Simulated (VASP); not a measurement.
# BN (I-4m2) in VASP: G0W0 quasiparticle levels with PBE

Aim: the G0W0 quasiparticle levels of BN with PBE.

Everything below comes from runs of VASP 6.6.1. Logs are shortened: lines on timing, memory, paths and dates and some standing lists are left out, and cuts for length are marked.

## Step 1: The cell of the first run

Symmetry: I-4m2, No. 119, tetragonal system. Conventional cell: a = 2.450 Å, b = 2.450 Å, c = 3.670 Å, α = 90.00°, β = 90.00°, γ = 90.00°. B (site symmetry -4m2) has 4 N at 1.53 Å within 2.0 Å. Within 2.0 Å of N (site symmetry -4m2) lie 4 B at 1.53 Å.

## Step 2: G0W0 quasiparticle levels, PBE

Input file POSCAR:

```
BN
1.0
    0.0000000000      1.7326324464      1.8351386583
    1.7326324464      0.0000000000      1.8351386583
    1.7326324464      1.7326324464      0.0000000000
B N
1 1
Direct
    0.0000000000      0.0000000000      0.0000000000
    0.2500000000      0.2500000000      0.2500000000
```

Input file INCAR.step1:

```
SYSTEM = BN
PREC = Accurate ; ENCUT = 500
EDIFF = 1E-8 ; ISMEAR = 0
SIGMA = 0.01 ; LREAL = .False.
LASPH = .True. ; NELM = 60
ALGO = Normal ; LWAVE = .True.
LCHARG = .False. ; GGA = PE
```

Input file INCAR.step2:

```
SYSTEM = BN
PREC = Accurate ; ENCUT = 500
EDIFF = 1E-8 ; ISMEAR = 0
SIGMA = 0.01 ; LREAL = .False.
LASPH = .True. ; NELM = 1
ALGO = Exact ; LWAVE = .True.
LCHARG = .False. ; GGA = PE
NBANDS = 49 ; LOPTICS = .True.
ISTART = 1
```

Input file INCAR.step3:

```
SYSTEM = BN
PREC = Accurate ; ENCUT = 500
EDIFF = 1E-8 ; ISMEAR = 0
SIGMA = 0.01 ; LREAL = .False.
LASPH = .True. ; ALGO = EVGW0
LWAVE = .False. ; LCHARG = .False.
GGA = PE ; NELMGW = 1
NBANDS = 49 ; ENCUTGW = 150.0
NOMEGA = 96 ; PRECFOCK = Fast
ISTART = 1 ; NBANDSGW = 12
OMEGAMAX = 20
```

Input file KPOINTS:

```
regular mesh
0
Gamma
  6 6 6
  0 0 0
```

Potentials or basis: VASP PAW PBE potentials, release 64 (B_GW, N_GW).

The run is started by

```
cat potpaw_PBE.64/B_GW/POTCAR potpaw_PBE.64/N_GW/POTCAR > POTCAR
cp INCAR.step1 INCAR
mpirun -np 1 vasp_std > vasp.out
cp INCAR.step2 INCAR
mpirun -np 1 vasp_std > vasp.out
cp INCAR.step3 INCAR
mpirun -np 1 vasp_std > vasp.out
```

OUTCAR:

```text
SYSTEM = BN
   PREC = Accurate
   ENCUT = 500
   EDIFF = 1E-8
   ISMEAR = 0
   LREAL = .False.
   LASPH = .True.
   GGA = PE
   NELMGW = 1
   ENCUTGW = 150.0
   PRECFOCK = Fast
   ISTART = 1

 ion  position               nearest neighbor table
   1  0.000  0.000  0.000-   2 1.53   2 1.53   2 1.53   2 1.53
   2  0.250  0.250  0.250-   1 1.53   1 1.53   1 1.53   1 1.53

  LATTYP: Found a body centered tetragonal cell.
 ALAT       =     2.4503123043
 C/A-ratio  =     1.4978814375

  Lattice vectors:

 A1 = (  -1.7326324464,   0.0000000000,   1.8351386583)
 A2 = (   1.7326324464,   0.0000000000,   1.8351386583)
 A3 = (   0.0000000000,   1.7326324464,  -1.8351386583)

Analysis of symmetry for initial positions (statically):
=====================================================================
 Subroutine PRICEL returns:
 Original cell was already a primitive cell.

 Routine SETGRP: Setting up the symmetry group for a
 body centered tetragonal supercell.

 Subroutine GETGRP returns: Found  8 space group operations
 (whereof  8 operations were pure point group operations)
 out of a pool of 16 trial point group operations.

The static configuration has the point symmetry D_2d.

Analysis of symmetry for dynamics (positions and initial velocities):
=====================================================================
 Subroutine PRICEL returns:
 Original cell was already a primitive cell.

 Routine SETGRP: Setting up the symmetry group for a
 body centered tetragonal supercell.

 Subroutine GETGRP returns: Found  8 space group operations
 (whereof  8 operations were pure point group operations)
 out of a pool of 16 trial point group operations.

The dynamic configuration has the point symmetry D_2d.

 Subroutine INISYM returns: Found  8 space group operations
 (whereof  8 operations are pure point group operations),
 and found     1 'primitive' translations

----------------------------------------------------------------------------------------

                                     Primitive cell

  volume of cell :      11.0182

  direct lattice vectors                    reciprocal lattice vectors
     0.000000000  1.732632446  1.835138658    -0.288578227  0.288578227  0.272458976
     1.732632446  0.000000000  1.835138658     0.288578227 -0.288578227  0.272458976
     1.732632446  1.732632446  0.000000000     0.288578227  0.288578227 -0.272458976

  length of vectors
     2.523836185  2.523836185  2.450312304     0.490702232  0.490702232  0.490702232

  position of ions in fractional coordinates (direct lattice)
     0.000000000  0.000000000  0.000000000
     0.250000000  0.250000000  0.250000000

  ion indices of the primitive-cell ions
   primitive index   ion index
                 1           1
                 2           2

----------------------------------------------------------------------------------------

 KPOINTS: regular mesh

Automatic generation of k-mesh.
 Grid dimensions read from file:
 generate k-points for:    6    6    6

 Generating k-lattice:

  Cartesian coordinates                     Fractional coordinates (reciprocal lattice)
    -0.048096371  0.048096371  0.045409829     0.166666667 -0.000000000  0.000000000
     0.048096371 -0.048096371  0.045409829    -0.000000000  0.166666667  0.000000000
     0.048096371  0.048096371 -0.045409829     0.000000000  0.000000000  0.166666667

  Length of vectors
     0.081783705  0.081783705  0.081783705

  Shift w.r.t. Gamma in fractional coordinates (k-lattice)
     0.000000000  0.000000000  0.000000000

 Subroutine IBZKPT returns following result:
 ===========================================

 Found     30 irreducible k-points:

 Following reciprocal coordinates:
            Coordinates               Weight
  0.000000  0.000000  0.000000      1.000000
  0.166667  0.000000  0.000000      8.000000
  0.333333  0.000000  0.000000      8.000000
  0.500000  0.000000  0.000000      4.000000
  0.166667  0.166667  0.000000      2.000000
  0.333333  0.166667  0.000000      8.000000
[... 16 lines left out ...]
  0.333333  0.000000  0.333333      4.000000
  0.500000  0.000000  0.333333     16.000000
 [... further k-points ...]
   k-points           NKPTS =     30   k-points in BZ     NKDIM =    216   number of bands    NBANDS=     49
   number of dos      NEDOS =    301   number of ions     NIONS =      2
   total plane-waves  NPLWV =   5832
   dimension x,y,z NGX =    18 NGY =   18 NGZ =   18
   dimension x,y,z NGXF=    36 NGYF=   36 NGZF=   36
   ions per type =               1   1
   NGX,Y,Z   is equivalent  to a cutoff of  11.86, 11.86, 12.21 a.u.
   NGXF,Y,Z  is equivalent  to a cutoff of  23.71, 23.71, 24.42 a.u.
 SYSTEM =  BN
   PREC   = accura    normal or accurate (medium, high low for compatibility)
   ISTART =      1    job   : 0-new  1-cont  2-samecut
   ICHARG =      0    charge: 1-file 2-atom 10-const
   ISPIN  =      1    spin polarized calculation?
   LNONCOLLINEAR =      F non collinear calculations
   LSORBIT =      F    spin-orbit coupling
   LASPH  =      T    aspherical Exc in radial PAW
   ENCUT  =  500.0 eV  36.75 Ry    6.06 a.u.   4.60  4.60  4.47*2*pi/ulx,y,z
   NELM   =     60;   NELMIN=  2; NELMDL=  0     # of ELM steps
   EDIFF  = 0.1E-07   stopping-criterion for ELM
   LREAL  =      F    real-space projection
   EDIFFG = 0.1E-06   stopping-criterion for IOM
   NSW    =      0    number of steps for IOM
   IBRION =     -1    ionic relax: 0-MD 1-quasi-New 2-CG
   NFREE  =      0    steps in history (QN), initial steepest desc. (CG)
   ISIF   =      0    stress and relaxation
   ISYM   =      3    0-nonsym 1-usesym 2-fastsym
   POTIM  = 0.5000    time-step for ionic-motion
   TEBEG  =    0.0;   TEEND  =   0.0 temperature during run
   PSTRESS=    0.0 pullay stress
   NELECT =       8.0000    total number of electrons
   NUPDOWN=      -1.0000    fix difference up-down
   EMIN   =  10.00;   EMAX   =-10.00  energy-range for DOS
   EFERMI =   0.00;   METHOD = LEGACY
   ISMEAR =     0;   SIGMA  =   0.01  broadening in eV -4-tet -1-fermi 0-gaus
   EFERMI_NEDOS =   21; number of points for ismear=-14 and -15
   IALGO  =     38    algorithm
   IMIX   =      4    mixing-type and parameters
     AMIX     =   0.40;   BMIX     =  1.00
     AMIX_MAG =   1.60;   BMIX_MAG =  1.00
  volume/ion in A,a.u.               =       5.51        37.18
  Fermi-wavevector in a.u.,A,eV,Ry     =   1.471412  2.780565 29.457331  2.165053
  Thomas-Fermi vector in A             =   2.586551
   LORBIT       =      0    0 simple, 1 ext, 2 COOP (PROOUT), +10 PAW based schemes
   GGA     = PE    functional components
   LHFCALC =     T    Hartree Fock is set to
   PRECFOCK=fast      Normal, Fast or Accurate (Low or Medium for compatibility)
   ENCUT4O =  -1.0   cutoff for four orbital integrals eV
   NKREDX  =     1    reduce k-point grid by
   NKREDY  =     1    reduce k-point grid by
   NKREDZ  =     1    reduce k-point grid by
   AEXX    =    1.0000 exact exchange contribution
   HFSCREEN=    0.0000 screening length (either q_TF or 0.3 A-1)
   HFSCREENC=   0.0000 screening length for correlation (either q_TF or 0.3 A-1)
   ENCUTFOCK=  -1.0 apply spherical cutoff to Coloumb kernel
   IVDW    =     0    specifies the selected vdW correction
   LEPSILON=     F    determine dielectric tensor
   LRPA    =     F    only Hartree local field effects (RPA)
   LRPAFORCE           =     F    calculate RPA forces
   ENCUTGW             = 150.0    cutoff for response function in eV
   ENCUTGWSOFT         = 120.0    soft cutoff for Coulomb kernel in GW response function in eV
   ENCUTLF             =  -1.0    cutoff for local field effects
   NELMGW              =     1    number of iterations in solving QP/BSE equation
   NELMHF              =     1    number of iterations in the inner HF iteration
   NKREDLFX            =     1    NKREDLFY  =   1   NKREDLFZ  =   1
 non-spin polarized calculation
 Gauss-broadening in eV      SIGMA  =   0.01
  energy-cutoff  :      500.00
  volume of cell :       11.02
 maximum number of plane-waves:       292
  NGX = 12; NGY = 12; NGZ = 12
   NGX =  9   NGY =  9   NGZ =  9
 maximum number of plane-waves:        59

 QP shifts <psi_nk| G(iteration)W_0 |psi_nk>: iteration 1
 for sc-GW calculations column KS-energies equals QP-energies in previous step
 and V_xc(KS)=  KS-energies - (<T + V_ion + V_H > + <T+V_H+V_ion>^1  + <V_x>^1)

 k-point   1 :       0.0000    0.0000    0.0000
  band No.  KS-energies  QP-energies   sigma(KS)   V_xc(KS)     V^pw_x(r,r')   Z            occupation Imag(sigma)

      1     -12.6929     -14.6475     -18.1417     -15.6495     -26.8480       0.7842       2.0000       1.3160
      2       7.9140       7.1355     -19.3716     -18.4356     -22.1351       0.8318       2.0000       0.0294
      3       8.5692       7.8249     -19.4482     -18.5535     -22.2145       0.8319       2.0000       0.0296
      4       8.5692       7.8249     -19.4482     -18.5535     -22.2145       0.8319       2.0000       0.0296
      5      17.3971      18.8108     -12.3023     -13.9868      -7.1446       0.8392       0.0000      -0.0419
      6      17.3971      18.8108     -12.3023     -13.9868      -7.1446       0.8392       0.0000      -0.0419
      7      17.8155      19.2440     -12.4542     -14.1528      -7.2880       0.8410       0.0000      -0.0409
      8      19.8256      21.0823     -14.1023     -15.6337      -8.3471       0.8206       0.0000      -0.0559
      9      34.4488      34.9721     -11.0352     -11.6963      -3.3765       0.7915       0.0000      -0.4624
     10      35.0628      36.2879     -11.9708     -13.4298      -5.6338       0.8397       0.0000      -0.3693
     11      35.6644      36.2621     -10.5175     -11.2419      -3.2421       0.8250       0.0000      -0.7084
     12      38.5842      39.8976     -12.1693     -13.7452      -5.5533       0.8335       0.0000      -0.5643

 k-point   2 :       0.1667    0.0000    0.0000
  band No.  KS-energies  QP-energies   sigma(KS)   V_xc(KS)     V^pw_x(r,r')   Z            occupation Imag(sigma)
[... 353 lines left out ...]
      1      -7.1041      -8.6378     -19.1752     -17.1232     -26.7725       0.7474       2.0000       0.5353
      2      -0.0637      -1.6251     -17.9017     -15.9185     -22.5781       0.7873       2.0000       0.0735
      3       2.0411       0.6589     -17.7409     -16.0264     -21.6685       0.8062       2.0000       0.0492
      4       3.4698       2.2437     -18.1734     -16.6663     -21.8172       0.8136       2.0000       0.0419
      5      14.4339      15.3268     -12.2330     -13.2846      -7.5749       0.8491       0.0000      -0.0364
      6      19.5210      20.6125     -12.1751     -13.4714      -6.8521       0.8420       0.0000      -0.0455
      7      24.7187      26.4824     -13.5902     -15.8186      -6.7391       0.7915       0.0000      -0.0948
      8      26.3800      28.2334     -13.9033     -16.2706      -6.7175       0.7829       0.0000      -0.1210
      9      29.7858      31.4062     -14.1253     -16.2095      -6.6487       0.7775       0.0000      -0.2187
     10      36.4014      37.8422     -12.2077     -14.0130      -4.0557       0.7981       0.0000      -0.7256
     11      39.5204      40.7068     -11.8750     -13.3181      -4.4804       0.8221       0.0000      -0.7739
     12      44.4941      45.5801     -11.2526     -12.5665      -3.3491       0.8266       0.0000      -1.1155

 [... further k-points ...]
```

Wall time 47 s (1 thread of Intel Xeon 6975P-C (Granite Rapids), shared host); peak memory 0.24 GiB.

Results:

```
Quasiparticle gap                                   : 5.47 eV
Least direct quasiparticle gap                      : 10.99 eV
Band gap of the starting levels on the mesh         : 3.98 eV
Least direct gap of the starting levels on the mesh : 8.83 eV
```

Caveat: the k points lie up to 0.51 Å⁻¹ apart; bands, screening cutoff and mesh are small and nothing is extrapolated, so the quasiparticle values aren't converged.
